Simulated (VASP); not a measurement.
# Ba (R-3m) in VASP: further runs

Ba is run at these levels: PBEsol; tasks: single point.

All numbers are computed with VASP 6.6.1; they aren't measurements. Logs are shortened: lines on timing, memory, paths and dates and some standing lists are left out, and cuts for length are marked.

## Step 1: The cell of the first run

Symmetry: R-3m, No. 166, trigonal system. Conventional cell: a = 3.713 Å, b = 3.713 Å, c = 13.525 Å, α = 90.00°, β = 90.00°, γ = 120.00°. Within 5.0 Å of Ba (site symmetry -3m) lie 12 Ba at 3.71 to 4.99 Å.

## Step 2: Single point, PBEsol (53.84 Å³/atom)

INCAR

```
SYSTEM = Ba
PREC = Accurate
ENCUT = 520
EDIFF = 1E-6
ISMEAR = 0
SIGMA = 0.15
LREAL = .FALSE.
LASPH = .TRUE.
NELM = 60
ALGO = Fast
ISIF = 2
LWAVE = .FALSE.
LCHARG = .FALSE.
GGA = PS
NBANDS = 11
```

KPOINTS

```
regular mesh
0
G
  14 14 14
  0 0 0
```

POSCAR

```
Ba
1.0
    0.8524802599      3.4781894793      3.4781894793
    3.4781894793      0.8524802599      3.4781894793
    3.4781894793      3.4781894793      0.8524802599
Ba
1
Direct
    0.0000000000      0.0000000000      0.0000000000
```

Potentials or basis: VASP PAW PBE potentials, release 64 (Ba_sv).

On the command line:

```bash
cat potpaw_PBE.64/Ba_sv/POTCAR > POTCAR
mpirun -np 1 vasp_std > vasp.out
```

OUTCAR:

```text
SYSTEM = Ba
   PREC = Accurate
   ENCUT = 520
   EDIFF = 1E-6
   ISMEAR = 0
   LREAL = .FALSE.
   LASPH = .TRUE.
   NELM = 60
   ISIF = 2
   GGA = PS

 ion  position               nearest neighbor table
   1  0.000  0.000  0.000-

  LATTYP: Found a trigonal (rhomboedric) cell.
 ALAT       =     4.9922266276
 COS(alpha) =     0.7233665625

  Lattice vectors:

 A1 = (   0.8524802599,   3.4781894793,   3.4781894793)
 A2 = (   3.4781894793,   0.8524802599,   3.4781894793)
 A3 = (   3.4781894793,   3.4781894793,   0.8524802599)

Analysis of symmetry for initial positions (statically):
=====================================================================
 Subroutine PRICEL returns:
 Original cell was already a primitive cell.

 Routine SETGRP: Setting up the symmetry group for a
 trigonal (rhombohedral) supercell.

 Subroutine GETGRP returns: Found 12 space group operations
 (whereof 12 operations were pure point group operations)
 out of a pool of 12 trial point group operations.

The static configuration has the point symmetry D_3d.

Analysis of symmetry for dynamics (positions and initial velocities):
=====================================================================
 Subroutine PRICEL returns:
 Original cell was already a primitive cell.

 Routine SETGRP: Setting up the symmetry group for a
 trigonal (rhombohedral) supercell.

 Subroutine GETGRP returns: Found 12 space group operations
 (whereof 12 operations were pure point group operations)
 out of a pool of 12 trial point group operations.

The dynamic configuration has the point symmetry D_3d.

 Subroutine INISYM returns: Found 12 space group operations
 (whereof 12 operations are pure point group operations),
 and found     1 'primitive' translations

----------------------------------------------------------------------------------------

                                     Primitive cell

  volume of cell :      53.8370

  direct lattice vectors                    reciprocal lattice vectors
     0.852480260  3.478189479  3.478189479    -0.211213096  0.169636387  0.169636387
     3.478189479  0.852480260  3.478189479     0.169636387 -0.211213096  0.169636387
     3.478189479  3.478189479  0.852480260     0.169636387  0.169636387 -0.211213096

  length of vectors
     4.992226628  4.992226628  4.992226628     0.319631006  0.319631006  0.319631006

  position of ions in fractional coordinates (direct lattice)
     0.000000000  0.000000000  0.000000000

  ion indices of the primitive-cell ions
   primitive index   ion index
                 1           1

----------------------------------------------------------------------------------------

 KPOINTS: regular mesh

Automatic generation of k-mesh.
 Grid dimensions read from file:
 generate k-points for:   14   14   14

 Generating k-lattice:

  Cartesian coordinates                     Fractional coordinates (reciprocal lattice)
    -0.015086650  0.012116885  0.012116885     0.071428571  0.000000000  0.000000000
     0.012116885 -0.015086650  0.012116885     0.000000000  0.071428571  0.000000000
     0.012116885  0.012116885 -0.015086650     0.000000000  0.000000000  0.071428571

  Length of vectors
     0.022830786  0.022830786  0.022830786

  Shift w.r.t. Gamma in fractional coordinates (k-lattice)
     0.000000000  0.000000000  0.000000000

 Subroutine IBZKPT returns following result:
 ===========================================

 Found    288 irreducible k-points:

 Following reciprocal coordinates:
            Coordinates               Weight
  0.000000  0.000000  0.000000      1.000000
  0.071429 -0.000000 -0.000000      6.000000
  0.142857 -0.000000 -0.000000      6.000000
  0.214286 -0.000000 -0.000000      6.000000
  0.285714  0.000000  0.000000      6.000000
  0.357143  0.000000 -0.000000      6.000000
[... 16 lines left out ...]
  0.214286  0.142857 -0.000000     12.000000
  0.285714  0.142857  0.000000     12.000000
 [... further k-points ...]
   k-points           NKPTS =    288   k-points in BZ     NKDIM =    288   number of bands    NBANDS=     11
   number of dos      NEDOS =    301   number of ions     NIONS =      1
   total plane-waves  NPLWV =  64000
   dimension x,y,z NGX =    40 NGY =   40 NGZ =   40
   dimension x,y,z NGXF=    80 NGYF=   80 NGZF=   80
   ions per type =               1
   NGX,Y,Z   is equivalent  to a cutoff of  13.32, 13.32, 13.32 a.u.
   NGXF,Y,Z  is equivalent  to a cutoff of  26.64, 26.64, 26.64 a.u.
 SYSTEM =  Ba
   PREC   = accura    normal or accurate (medium, high low for compatibility)
   ISTART =      0    job   : 0-new  1-cont  2-samecut
   ICHARG =      2    charge: 1-file 2-atom 10-const
   ISPIN  =      1    spin polarized calculation?
   LNONCOLLINEAR =      F non collinear calculations
   LSORBIT =      F    spin-orbit coupling
   LASPH  =      T    aspherical Exc in radial PAW
   ENCUT  =  520.0 eV  38.22 Ry    6.18 a.u.   9.28  9.28  9.28*2*pi/ulx,y,z
   NELM   =     60;   NELMIN=  2; NELMDL= -5     # of ELM steps
   EDIFF  = 0.1E-05   stopping-criterion for ELM
   LREAL  =      F    real-space projection
   EDIFFG = 0.1E-04   stopping-criterion for IOM
   NSW    =      0    number of steps for IOM
   IBRION =     -1    ionic relax: 0-MD 1-quasi-New 2-CG
   NFREE  =      0    steps in history (QN), initial steepest desc. (CG)
   ISIF   =      2    stress and relaxation
   ISYM   =      2    0-nonsym 1-usesym 2-fastsym
   POTIM  = 0.5000    time-step for ionic-motion
   TEBEG  =    0.0;   TEEND  =   0.0 temperature during run
   PSTRESS=    0.0 pullay stress
   NELECT =      10.0000    total number of electrons
   NUPDOWN=      -1.0000    fix difference up-down
   EMIN   =  10.00;   EMAX   =-10.00  energy-range for DOS
   EFERMI =   0.00;   METHOD = LEGACY
   ISMEAR =     0;   SIGMA  =   0.15  broadening in eV -4-tet -1-fermi 0-gaus
   EFERMI_NEDOS =   21; number of points for ismear=-14 and -15
   IALGO  =     68    algorithm
   IMIX   =      4    mixing-type and parameters
     AMIX     =   0.40;   BMIX     =  1.00
     AMIX_MAG =   1.60;   BMIX_MAG =  1.00
  volume/ion in A,a.u.               =      53.84       363.31
  Fermi-wavevector in a.u.,A,eV,Ry     =   0.934074  1.765144 11.871001  0.872494
  Thomas-Fermi vector in A             =   2.060841
   LORBIT       =      0    0 simple, 1 ext, 2 COOP (PROOUT), +10 PAW based schemes
   GGA     = PS    functional components
   LHFCALC =     F    Hartree Fock is set to
   AEXX    =    0.0000 exact exchange contribution
   IVDW    =     0    specifies the selected vdW correction
   LEPSILON=     F    determine dielectric tensor
   LRPA    =     F    only Hartree local field effects (RPA)
 non-spin polarized calculation
 RMM-DIIS sequential band-by-band and
 Gauss-broadening in eV      SIGMA  =   0.15
  energy-cutoff  :      520.00
  volume of cell :       53.84
 maximum number of plane-waves:      1468
 NGX is ok and might be reduce to    40
   NGX = 19   NGY = 19   NGZ = 19

 number of electron      10.0000000 magnetization

 Free energy of the ion-electron system (eV)
  ---------------------------------------------------
  ext. energy  EPLUGINS =         0.00000000
  ---------------------------------------------------
  free energy    TOTEN  =        -1.68858756 eV

  energy without entropy =       -1.66686328  energy(sigma->0) =       -1.67772542

 E-fermi :   1.9303     XC(G=0):  -7.9483

 val. band max:        1.9225224333   @ k =  -0.4286   0.2857   0.0714
 cond. band min:       1.9339443307   @ k =  -0.3571   0.5000   0.1429
 fundamental gap:      0.0114218974
 Fermi energy:         1.9302864258

 k-point     1 :       0.0000    0.0000    0.0000
  band No.  band energies     occupation
      1     -26.7870      2.00000
      2     -11.8572      2.00000
      3     -11.1210      2.00000
      4     -11.1210      2.00000
      5      -0.5669      2.00000
      6       2.0249      0.37247
      7       4.3425      0.00000
      8       4.3425      0.00000
      9       7.1074      0.00000
     10       7.1074      0.00000
     11       7.5844      0.00000

 k-point     2 :       0.0714   -0.0000   -0.0000
  band No.  band energies     occupation
      1     -26.7754      2.00000
      2     -11.8462      2.00000
      3     -11.2200      2.00000
      4     -11.1413      2.00000
      5      -0.4224      2.00000
      6       2.1411      0.04687
      7       4.1328      0.00000
      8       4.4914      0.00000
      9       6.2370      0.00000
     10       6.9988      0.00000
     11       8.4872      0.00000

 k-point     3 :       0.1429   -0.0000   -0.0000
  band No.  band energies     occupation
      1     -26.7425      2.00000
      2     -11.8151      2.00000
      3     -11.4857      2.00000
      4     -11.1973      2.00000
      5      -0.0365      2.00000
      6       2.4434      0.00000
      7       3.7185      0.00000
      8       4.9304      0.00000
      9       5.2865      0.00000
     10       6.7241      0.00000
     11       9.3388      0.00000

 k-point     4 :       0.2143   -0.0000   -0.0000
  band No.  band energies     occupation
      1     -26.6943      2.00000
      2     -11.8472      2.00000
      3     -11.7666      2.00000
      4     -11.2763      2.00000
      5       0.4685      2.00000
      6       2.6075      0.00000
      7       3.6164      0.00000
      8       4.5646      0.00000
      9       5.6323      0.00000
     10       6.3889      0.00000
     11       9.2809      0.00000

 k-point     5 :       0.2857    0.0000    0.0000
  band No.  band energies     occupation
      1     -26.6399      2.00000
      2     -12.2155      2.00000
      3     -11.7162      2.00000
      4     -11.3616      2.00000
      5       0.9094      2.00000
      6       2.4511      0.00000
      7       3.6202      0.00000
      8       4.6492      0.00000
      9       6.0264      0.00000
     10       6.6101      0.00000
     11       8.7000      0.00000
[... 211 lines left out ...]
 k-point    21 :      -0.0714    0.0714    0.0000
  band No.  band energies     occupation
      1     -26.7533      2.00000
      2     -11.8218      2.00000
      3     -11.3973      2.00000
      4     -11.1842      2.00000
      5      -0.1749      2.00000
      6       2.3642      0.00004
      7       3.8023      0.00000
      8       4.8056      0.00000
      9       5.4885      0.00000
     10       6.8094      0.00000
     11       9.2514      0.00000

 k-point    22 :       0.1429    0.1429    0.0000
  band No.  band energies     occupation
      1     -26.7419      2.00000
      2     -11.8282      2.00000
      3     -11.4830      2.00000
      4     -11.2003      2.00000
      5       0.0398      2.00000
      6       2.4011      0.00001
      7       3.7661      0.00000
      8       4.9165      0.00000
      9       5.1689      0.00000
     10       6.9654      0.00000
     11       9.2777      0.00000

 k-point    23 :       0.2143    0.1429   -0.0000
  band No.  band energies     occupation
      1     -26.7118      2.00000
      2     -11.8065      2.00000
      3     -11.6942      2.00000
      4     -11.2656      2.00000
      5       0.4093      2.00000
      6       2.5922      0.00000
      7       3.5103      0.00000
      8       4.6938      0.00000
      9       5.4149      0.00000
     10       6.6475      0.00000
     11       9.7692      0.00000

 k-point    24 :       0.2857    0.1429    0.0000
  band No.  band energies     occupation
      1     -26.6679      2.00000
      2     -11.9732      2.00000
      3     -11.7630      2.00000
      4     -11.3789      2.00000
      5       0.9089      2.00000
      6       2.9005      0.00000
      7       3.1358      0.00000
      8       4.3896      0.00000
      9       5.9403      0.00000
     10       6.3765      0.00000
     11      10.0434      0.00000

 [... further k-points ...]
[... 5 lines left out ...]
  --------------------------------------------------------------------------------------
  -------------------------------------------------------------------------------------
  Total        0.6532896      0.6532896      0.6532896     -1.0484936     -1.0484936     -1.0484936
  in kB       19.4417555     19.4417555     19.4417555    -31.2029391    -31.2029391    -31.2029391
  external PRESSURE =      19.4417555 kB  Pullay stress =       0.0000000 kB

 VOLUME and BASIS-vectors are now :
 -----------------------------------------------------------------------------
  energy-cutoff  :      520.00
  volume of cell :       53.84
      direct lattice vectors                 reciprocal lattice vectors
     0.852480260  3.478189479  3.478189479    -0.211213096  0.169636387  0.169636387
     3.478189479  0.852480260  3.478189479     0.169636387 -0.211213096  0.169636387
     3.478189479  3.478189479  0.852480260     0.169636387  0.169636387 -0.211213096

 POSITION                                       TOTAL-FORCE (eV/Angst)
 -----------------------------------------------------------------------------------
      0.00000      0.00000      0.00000         0.000000     -0.000000      0.000000
 -----------------------------------------------------------------------------------
    total drift:                               -0.000000     -0.000000      0.000000

  FREE ENERGIE OF THE ION-ELECTRON SYSTEM (eV)
  ---------------------------------------------------
  free  energy   TOTEN  =        -1.6885875581 eV

  energy  without entropy=       -1.6668632788  energy(sigma->0) =       -1.67772542
```

Run time: 3.8 min. Hardware: 1 thread of Intel Xeon Platinum 8488C (Sapphire Rapids), shared host; peak memory 0.36 GiB.

What came out:

- Free energy: -1.6886 eV
- Pressure: 1.9 GPa
- Band gap on the k mesh: zero (bands 5 and 6 overlap by 1.45 eV)

Levels at points of the mesh, in eV from the Fermi level:
```csv
k point,band 3,band 4,band 5,band 6,band 7,band 8
"(0.00, 0.00, 0.00)",-13.05,-13.05,-2.50,0.09,2.41,2.41
"(0.50, 0.00, 0.00)",-13.55,-13.44,-0.93,0.31,2.58,2.95
"(0.50, 0.50, 0.00)",-13.61,-13.45,-0.93,-0.45,3.23,4.40
"(0.50, 0.50, 0.50)",-13.06,-13.06,-1.29,0.42,2.34,2.34
```

Caveat: the PAW data sets were made with another functional, which shifts forces and pressure a little; spin-orbit coupling is left out, which moves the levels of the heavy elements.

## Step 3: Single point, PBEsol (53.84 Å³/atom)

INCAR

```
SYSTEM = Ba
  PREC = Accurate
  ENCUT = 520
  EDIFF = 1E-7
  ISMEAR = 0
  SIGMA = 0.15
  LREAL = .False.
  LASPH = .True.
  NELM = 80
  ALGO = Fast
  ISIF = 2
  LWAVE = .False.
  LCHARG = .False.
  GGA = PS
  NBANDS = 11
```

KPOINTS

```
Automatic mesh
0
Gamma
  14 14 14
  0 0 0
```

POSCAR

```
Ba
1.0
   -1.4255843023      2.4786998924      2.4786998924
    2.4786998924     -1.4255843023      2.4786998924
    2.4786998924      2.4786998924     -1.4255843023
Ba
1
Direct
    0.0000000000      0.0000000000      0.0000000000
```

Potentials or basis: VASP PAW PBE potentials, release 64 (Ba_sv).

On the command line:

```bash
cat potpaw_PBE.64/Ba_sv/POTCAR > POTCAR
mpirun -np 1 vasp_std > vasp.out
```

Wall time 84 s (1 thread of Intel Xeon Platinum 8488C (Sapphire Rapids), shared host); peak memory 0.28 GiB.

Results (log left out):

```yaml
Free_energy: -1.8593 eV
Pressure: 0.5 GPa
Band_gap_on_the_k_mesh: zero (bands 5 and 6 overlap by 0.60 eV)
```

Stress tensor (GPa, compression positive):
```
 0.54 -0.34 -0.34
-0.34  0.54 -0.34
-0.34 -0.34  0.54
```

Levels at points of the mesh, in eV from the Fermi level:
```tsv
k point	band 3	band 4	band 5	band 6	band 7	band 8
(0.00, 0.00, 0.00)	-13.61	-13.61	-2.60	-0.01	-0.01	5.37
(0.50, 0.00, 0.00)	-13.54	-13.52	-0.62	0.58	1.17	2.95
(0.50, 0.50, 0.00)	-14.44	-13.44	-1.21	0.77	3.40	3.67
(0.50, 0.50, 0.50)	-14.41	-14.25	-0.34	-0.34	0.32	4.12
```

Caveat: the PAW data sets were made with another functional, which shifts forces and pressure a little; spin-orbit coupling is left out, which moves the levels of the heavy elements.

The gap in the log of VASP goes by the Fermi energy; the results here count the filled bands.